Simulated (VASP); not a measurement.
# Ga3Se (Pm-3m) in VASP: notebook

The runs below take Ga3Se through single point, with PBEsol.

Everything below comes from runs of VASP 6.6.1. Logs are shortened: lines on timing, memory, paths and dates and some standing lists are left out, and cuts for length are marked.

## (1) The cell of the first run

Symmetry: Pm-3m, No. 221, cubic system. The conventional cell has a = 4.432 Å, b = 4.432 Å, c = 4.432 Å, α = 90.00°, β = 90.00°, γ = 90.00°. Ga (site symmetry 4/mmm) has 8 Ga at 3.13 Å and 4 Se at 3.13 Å within 4.1 Å. Se (site symmetry m-3m) has 12 Ga at 3.13 Å within 4.1 Å.

## (2) Single point, PBEsol

INCAR reads:

```
PREC = Accurate
ENCUT = 520
EDIFF = 1E-7
ISMEAR = 0
SIGMA = 0.1
LREAL = False
LASPH = True
NELM = 100
ALGO = Normal
ISIF = 2
LWAVE = False
LCHARG = False
GGA = PS
NBANDS = 30
```

KPOINTS reads:

```
regular mesh
0
Gamma
  10 10 10
```

POSCAR reads:

```
Ga3Se
1.0
    4.4324650000      0.0000000000      0.0000000000
    0.0000000000      4.4324650000      0.0000000000
    0.0000000000      0.0000000000      4.4324650000
Ga Se
3 1
Direct
    0.0000000000      0.5000000000      0.5000000000
    0.5000000000      0.0000000000      0.5000000000
    0.5000000000      0.5000000000      0.0000000000
    0.0000000000      0.0000000000      0.0000000000
```

Potentials or basis: VASP PAW PBE potentials, release 64 (Ga_d, Se).

Started as:

```sh
> cat potpaw_PBE.64/Ga_d/POTCAR potpaw_PBE.64/Se/POTCAR > POTCAR
> mpirun -np 1 vasp_std > vasp.out
```

OUTCAR:

```text
PREC = Accurate
   ENCUT = 520
   EDIFF = 1E-7
   ISMEAR = 0
   LREAL = False
   LASPH = True
   NELM = 100
   ISIF = 2
   GGA = PS

 ion  position               nearest neighbor table
   1  0.000  0.500  0.500-
   2  0.500  0.000  0.500-
   3  0.500  0.500  0.000-
   4  0.000  0.000  0.000-

  LATTYP: Found a simple cubic cell.
 ALAT       =     4.4324650000

  Lattice vectors:

 A1 = (   4.4324650000,   0.0000000000,   0.0000000000)
 A2 = (   0.0000000000,   4.4324650000,   0.0000000000)
 A3 = (   0.0000000000,   0.0000000000,   4.4324650000)

Analysis of symmetry for initial positions (statically):
=====================================================================
 Subroutine PRICEL returns:
 Original cell was already a primitive cell.

 Routine SETGRP: Setting up the symmetry group for a
 simple cubic supercell.

 Subroutine GETGRP returns: Found 48 space group operations
 (whereof 48 operations were pure point group operations)
 out of a pool of 48 trial point group operations.

The static configuration has the point symmetry O_h .

Analysis of symmetry for dynamics (positions and initial velocities):
=====================================================================
 Subroutine PRICEL returns:
 Original cell was already a primitive cell.

 Routine SETGRP: Setting up the symmetry group for a
 simple cubic supercell.

 Subroutine GETGRP returns: Found 48 space group operations
 (whereof 48 operations were pure point group operations)
 out of a pool of 48 trial point group operations.

The dynamic configuration has the point symmetry O_h .

 Subroutine INISYM returns: Found 48 space group operations
 (whereof 48 operations are pure point group operations),
 and found     1 'primitive' translations

----------------------------------------------------------------------------------------

                                     Primitive cell

  volume of cell :      87.0835

  direct lattice vectors                    reciprocal lattice vectors
     4.432465000  0.000000000  0.000000000     0.225608098  0.000000000  0.000000000
     0.000000000  4.432465000  0.000000000     0.000000000  0.225608098  0.000000000
     0.000000000  0.000000000  4.432465000     0.000000000  0.000000000  0.225608098

  length of vectors
     4.432465000  4.432465000  4.432465000     0.225608098  0.225608098  0.225608098

  position of ions in fractional coordinates (direct lattice)
     0.000000000  0.500000000  0.500000000
     0.500000000  0.000000000  0.500000000
     0.500000000  0.500000000  0.000000000
     0.000000000  0.000000000  0.000000000

  ion indices of the primitive-cell ions
   primitive index   ion index
                 1           1
                 2           2
                 3           3
                 4           4

----------------------------------------------------------------------------------------

 KPOINTS: regular mesh

Automatic generation of k-mesh.
 Grid dimensions read from file:
 generate k-points for:   10   10   10

 Generating k-lattice:

  Cartesian coordinates                     Fractional coordinates (reciprocal lattice)
     0.022560810  0.000000000  0.000000000     0.100000000  0.000000000  0.000000000
     0.000000000  0.022560810  0.000000000     0.000000000  0.100000000  0.000000000
     0.000000000  0.000000000  0.022560810     0.000000000  0.000000000  0.100000000

  Length of vectors
     0.022560810  0.022560810  0.022560810

  Shift w.r.t. Gamma in fractional coordinates (k-lattice)
     0.000000000  0.000000000  0.000000000

 Subroutine IBZKPT returns following result:
 ===========================================

 Found     56 irreducible k-points:

 Following reciprocal coordinates:
            Coordinates               Weight
  0.000000  0.000000  0.000000      1.000000
  0.100000  0.000000  0.000000      6.000000
  0.200000  0.000000  0.000000      6.000000
  0.300000  0.000000  0.000000      6.000000
  0.400000  0.000000  0.000000      6.000000
  0.500000  0.000000  0.000000      3.000000
[... 16 lines left out ...]
  0.200000  0.100000  0.100000     24.000000
  0.300000  0.100000  0.100000     24.000000
 [... further k-points ...]
   k-points           NKPTS =     56   k-points in BZ     NKDIM =     56   number of bands    NBANDS=     30
   number of dos      NEDOS =    301   number of ions     NIONS =      4
   total plane-waves  NPLWV =  46656
   dimension x,y,z NGX =    36 NGY =   36 NGZ =   36
   dimension x,y,z NGXF=    72 NGYF=   72 NGZF=   72
   ions per type =               3   1
   NGX,Y,Z   is equivalent  to a cutoff of  13.50, 13.50, 13.50 a.u.
   NGXF,Y,Z  is equivalent  to a cutoff of  27.00, 27.00, 27.00 a.u.
 SYSTEM =  unknown system
   PREC   = accura    normal or accurate (medium, high low for compatibility)
   ISTART =      0    job   : 0-new  1-cont  2-samecut
   ICHARG =      2    charge: 1-file 2-atom 10-const
   ISPIN  =      1    spin polarized calculation?
   LNONCOLLINEAR =      F non collinear calculations
   LSORBIT =      F    spin-orbit coupling
   LASPH  =      T    aspherical Exc in radial PAW
   ENCUT  =  520.0 eV  38.22 Ry    6.18 a.u.   8.24  8.24  8.24*2*pi/ulx,y,z
   NELM   =    100;   NELMIN=  2; NELMDL= -5     # of ELM steps
   EDIFF  = 0.1E-06   stopping-criterion for ELM
   LREAL  =      F    real-space projection
   EDIFFG = 0.1E-05   stopping-criterion for IOM
   NSW    =      0    number of steps for IOM
   IBRION =     -1    ionic relax: 0-MD 1-quasi-New 2-CG
   NFREE  =      0    steps in history (QN), initial steepest desc. (CG)
   ISIF   =      2    stress and relaxation
   ISYM   =      2    0-nonsym 1-usesym 2-fastsym
   POTIM  = 0.5000    time-step for ionic-motion
   TEBEG  =    0.0;   TEEND  =   0.0 temperature during run
   PSTRESS=    0.0 pullay stress
   NELECT =      45.0000    total number of electrons
   NUPDOWN=      -1.0000    fix difference up-down
   EMIN   =  10.00;   EMAX   =-10.00  energy-range for DOS
   EFERMI =   0.00;   METHOD = LEGACY
   ISMEAR =     0;   SIGMA  =   0.10  broadening in eV -4-tet -1-fermi 0-gaus
   EFERMI_NEDOS =   21; number of points for ismear=-14 and -15
   IALGO  =     38    algorithm
   IMIX   =      4    mixing-type and parameters
     AMIX     =   0.40;   BMIX     =  1.00
     AMIX_MAG =   1.60;   BMIX_MAG =  1.00
  volume/ion in A,a.u.               =      21.77       146.92
  Fermi-wavevector in a.u.,A,eV,Ry     =   1.313713  2.482557 23.481488  1.725841
  Thomas-Fermi vector in A             =   2.444016
   LORBIT       =      0    0 simple, 1 ext, 2 COOP (PROOUT), +10 PAW based schemes
   GGA     = PS    functional components
   LHFCALC =     F    Hartree Fock is set to
   AEXX    =    0.0000 exact exchange contribution
   IVDW    =     0    specifies the selected vdW correction
   LEPSILON=     F    determine dielectric tensor
   LRPA    =     F    only Hartree local field effects (RPA)
 non-spin polarized calculation
 Gauss-broadening in eV      SIGMA  =   0.10
  energy-cutoff  :      520.00
  volume of cell :       87.08
 maximum number of plane-waves:      2367
 NGX is ok and might be reduce to    36
   NGX = 17   NGY = 17   NGZ = 17

 number of electron      44.9999944 magnetization

 Free energy of the ion-electron system (eV)
  ---------------------------------------------------
  ext. energy  EPLUGINS =         0.00000000
  ---------------------------------------------------
  free energy    TOTEN  =       -13.94253017 eV

  energy without entropy =      -13.93046375  energy(sigma->0) =      -13.93649696

 E-fermi :   4.4620     XC(G=0): -10.4085

 val. band max:        4.4434130931   @ k =   0.4000   0.0000   0.0000
 cond. band min:       4.4862731150   @ k =   0.2000   0.1000   0.1000
 fundamental gap:      0.0428600219
 Fermi energy:         4.4619582577

 k-point     1 :       0.0000    0.0000    0.0000
  band No.  band energies     occupation
      1     -10.4905      2.00000
      2     -10.4674      2.00000
      3     -10.4674      2.00000
      4     -10.4674      2.00000
      5     -10.4154      2.00000
      6     -10.4154      2.00000
[... 22 lines left out ...]
     29      10.4517      0.00000
     30      11.5368      0.00000

 k-point     2 :       0.1000    0.0000    0.0000
  band No.  band energies     occupation
      1     -10.4842      2.00000
      2     -10.4663      2.00000
      3     -10.4625      2.00000
      4     -10.4625      2.00000
      5     -10.4147      2.00000
      6     -10.4118      2.00000
[... 22 lines left out ...]
     29      10.7863      0.00000
     30      11.7004      0.00000

 k-point     3 :       0.2000    0.0000    0.0000
  band No.  band energies     occupation
      1     -10.4663      2.00000
      2     -10.4631      2.00000
      3     -10.4480      2.00000
      4     -10.4480      2.00000
      5     -10.4125      2.00000
      6     -10.4016      2.00000
[... 22 lines left out ...]
     29      11.4296      0.00000
     30      11.8975      0.00000

 k-point     4 :       0.3000    0.0000    0.0000
  band No.  band energies     occupation
      1     -10.4589      2.00000
      2     -10.4411      2.00000
      3     -10.4256      2.00000
      4     -10.4256      2.00000
      5     -10.4091      2.00000
      6     -10.3867      2.00000
[... 22 lines left out ...]
     29      11.1820      0.00000
     30      11.6318      0.00000

 k-point     5 :       0.4000    0.0000    0.0000
  band No.  band energies     occupation
      1     -10.4554      2.00000
      2     -10.4191      2.00000
      3     -10.3999      2.00000
      4     -10.3992      2.00000
      5     -10.3992      2.00000
      6     -10.3711      2.00000
[... 22 lines left out ...]
     29      10.0622      0.00000
     30      10.9740      0.00000
[... 526 lines left out ...]
     29       9.7586      0.00000
     30      12.1320      0.00000

 k-point    22 :       0.1000    0.1000    0.1000
  band No.  band energies     occupation
      1     -10.4740      2.00000
      2     -10.4587      2.00000
      3     -10.4553      2.00000
      4     -10.4553      2.00000
      5     -10.4085      2.00000
      6     -10.4085      2.00000
[... 22 lines left out ...]
     29      11.0715      0.00000
     30      11.5221      0.00000

 k-point    23 :       0.2000    0.1000    0.1000
  band No.  band energies     occupation
      1     -10.4628      2.00000
      2     -10.4520      2.00000
      3     -10.4433      2.00000
      4     -10.4409      2.00000
      5     -10.4060      2.00000
      6     -10.3973      2.00000
[... 22 lines left out ...]
     29      10.5264      0.00000
     30      11.6331      0.00000

 k-point    24 :       0.3000    0.1000    0.1000
  band No.  band energies     occupation
      1     -10.4529      2.00000
      2     -10.4386      2.00000
      3     -10.4244      2.00000
      4     -10.4171      2.00000
      5     -10.4027      2.00000
      6     -10.3815      2.00000
[... 22 lines left out ...]
     29       9.6116      0.00000
     30      11.7544      0.00000

 [... further k-points ...]

------------------------ aborting loop because EDIFF is reached ----------------------------------------

  FORCE on cell =-STRESS in cart. coord.  units (eV):
  Direction    XX          YY          ZZ          XY          YZ          ZX
  --------------------------------------------------------------------------------------
  -------------------------------------------------------------------------------------
  Total       -1.9568855     -1.9568855     -1.9568855      0.0000000      0.0000000      0.0000000
  in kB      -36.0031129    -36.0031129    -36.0031129      0.0000000      0.0000000      0.0000000
  external PRESSURE =     -36.0031129 kB  Pullay stress =       0.0000000 kB

 VOLUME and BASIS-vectors are now :
 -----------------------------------------------------------------------------
  energy-cutoff  :      520.00
  volume of cell :       87.08
      direct lattice vectors                 reciprocal lattice vectors
     4.432465000  0.000000000  0.000000000     0.225608098  0.000000000  0.000000000
     0.000000000  4.432465000  0.000000000     0.000000000  0.225608098  0.000000000
     0.000000000  0.000000000  4.432465000     0.000000000  0.000000000  0.225608098

 POSITION                                       TOTAL-FORCE (eV/Angst)
 -----------------------------------------------------------------------------------
      0.00000      2.21623      2.21623         0.000000      0.000000      0.000000
      2.21623      0.00000      2.21623         0.000000      0.000000      0.000000
      2.21623      2.21623      0.00000         0.000000      0.000000      0.000000
      0.00000      0.00000      0.00000         0.000000      0.000000      0.000000
 -----------------------------------------------------------------------------------
    total drift:                                0.000000      0.000000      0.000000

  FREE ENERGIE OF THE ION-ELECTRON SYSTEM (eV)
  ---------------------------------------------------
  free  energy   TOTEN  =       -13.9425301659 eV

  energy  without entropy=      -13.9304637514  energy(sigma->0) =      -13.93649696
```

Wall time 3 min (1 thread of Intel Xeon 8259CL, shared host); peak memory 0.28 GiB.

What came out:

```
Free energy            : -13.9425 eV
Pressure               : -3.6 GPa
Band gap on the k mesh : zero (an odd number of electrons rules out a gap without spin polarisation)
```

Levels at points of the mesh, in eV from the Fermi level:
| k point | band 20 | band 21 | band 22 | band 23 | band 24 | band 25 |
| --- | --- | --- | --- | --- | --- | --- |
| (0.00, 0.00, 0.00) | -3.71 | -2.82 | -2.82 | 1.63 | 1.63 | 1.63 |
| (0.50, 0.00, 0.00) | -2.77 | -2.14 | -1.02 | -0.25 | -0.25 | 1.16 |
| (0.50, 0.50, 0.00) | -2.14 | -0.80 | -0.69 | -0.69 | 1.38 | 1.66 |
| (0.50, 0.50, 0.50) | -4.86 | -4.86 | -4.86 | -3.47 | 3.98 | 3.98 |

Caveat: the cell stands under tension; the PAW data sets were made with another functional, which shifts forces and pressure a little.

## (3) Single point, PBEsol

INCAR reads:

```
SYSTEM = Ga3Se
  ALGO = Normal
  EDIFF = 1E-6
  ENCUT = 520
  GGA = PS
  ISIF = 2
  ISMEAR = 0
  LASPH = .True.
  LCHARG = .True.
  LELF = .True.
  LREAL = .False.
  LVHAR = .True.
  LWAVE = .False.
  NBANDS = 30
  NELM = 80
  PREC = Accurate
  SIGMA = 0.01
```

KPOINTS reads:

```
k-points
0
Gamma
  10 10 10
  0 0 0
```

POSCAR is that of step 2.

Potentials or basis: VASP PAW PBE potentials, release 64 (Ga_d, Se).

Started as:

```sh
> cat potpaw_PBE.64/Ga_d/POTCAR potpaw_PBE.64/Se/POTCAR > POTCAR
> mpirun -np 1 vasp_std > vasp.out
```

Wall time 2.7 min (1 thread of Intel Xeon 8259CL, shared host); peak memory 0.28 GiB.

It converged, with:

| Quantity | Value |
| --- | --- |
| Free energy | -13.9360 eV |
| Pressure | -3.5 GPa |
| Band gap on the k mesh | zero (an odd number of electrons rules out a gap without spin polarisation) |

Levels at points of the mesh, in eV from the Fermi level:
| k point | band 19 | band 20 | band 21 | band 22 | band 23 | band 24 | band 25 | band 26 |
| --- | --- | --- | --- | --- | --- | --- | --- | --- |
| (0.00, 0.00, 0.00) | -3.73 | -3.73 | -2.85 | -2.85 | 1.61 | 1.61 | 1.61 | 4.39 |
| (0.50, 0.00, 0.00) | -2.79 | -2.79 | -2.16 | -1.04 | -0.27 | -0.27 | 1.14 | 3.98 |
| (0.50, 0.50, 0.00) | -6.39 | -2.16 | -0.82 | -0.71 | -0.71 | 1.36 | 1.64 | 1.64 |
| (0.50, 0.50, 0.50) | -5.07 | -4.88 | -4.88 | -4.88 | -3.49 | 3.96 | 3.96 | 3.96 |

Caveat: the cell stands under tension; the PAW data sets were made with another functional, which shifts forces and pressure a little.

## (4) Single point, PBEsol

INCAR reads:

```
SYSTEM = Ga3Se
  PREC = Accurate
  ENCUT = 520
  EDIFF = 1E-6
  ISMEAR = 0
  SIGMA = 0.02
  LREAL = .FALSE.
  LASPH = .TRUE.
  NELM = 80
  ALGO = Normal
  ISIF = 2
  LWAVE = .FALSE.
  LCHARG = .FALSE.
  GGA = PS
  NBANDS = 30
```

KPOINTS reads:

```
Automatic mesh
0
G
  10 10 10
  0 0 0
```

POSCAR is that of step 3.

Started as:

```sh
> cat potpaw_PBE.64/Ga_d/POTCAR potpaw_PBE.64/Se/POTCAR > POTCAR
> mpirun -np 1 vasp_std > vasp.out
```

Run time: 2.7 min. Hardware: 1 thread of Intel Xeon 8259CL, shared host; peak memory 0.28 GiB.

It converged, with:

```yaml
Free_energy: -13.9362 eV
Pressure: -3.6 GPa
Band_gap_on_the_k_mesh: zero (an odd number of electrons rules out a gap without spin polarisation)
```

Levels at points of the mesh, in eV from the Fermi level:
```tsv
k point	band 20	band 21	band 22	band 23	band 24	band 25
(0.00, 0.00, 0.00)	-3.73	-2.84	-2.84	1.61	1.61	1.61
(0.50, 0.00, 0.00)	-2.79	-2.16	-1.04	-0.26	-0.26	1.15
(0.50, 0.50, 0.00)	-2.15	-0.81	-0.70	-0.70	1.37	1.65
(0.50, 0.50, 0.50)	-4.88	-4.88	-4.88	-3.48	3.97	3.97
```

Caveat: the cell stands under tension; the PAW data sets were made with another functional, which shifts forces and pressure a little.

## (5) Summary

```csv
smearing,gap on the mesh (eV),pressure (GPa)
gaussian 0.1 eV,none,-3.6
gaussian 0.01 eV,none,-3.5
gaussian 0.02 eV,none,-3.6
```

Alike in all rows: task single point; level PBEsol; potentials or basis VASP PAW PBE potentials, release 64 (Ga_d, Se); no spin polarisation; cell as given; k mesh 10 × 10 × 10; cutoff (eV) 520.

Caveats: the cell stands under tension; the PAW data sets were made with another functional, which shifts forces and pressure a little.

Total energies depend on the potentials used, so only differences within one code and one set of settings carry meaning.
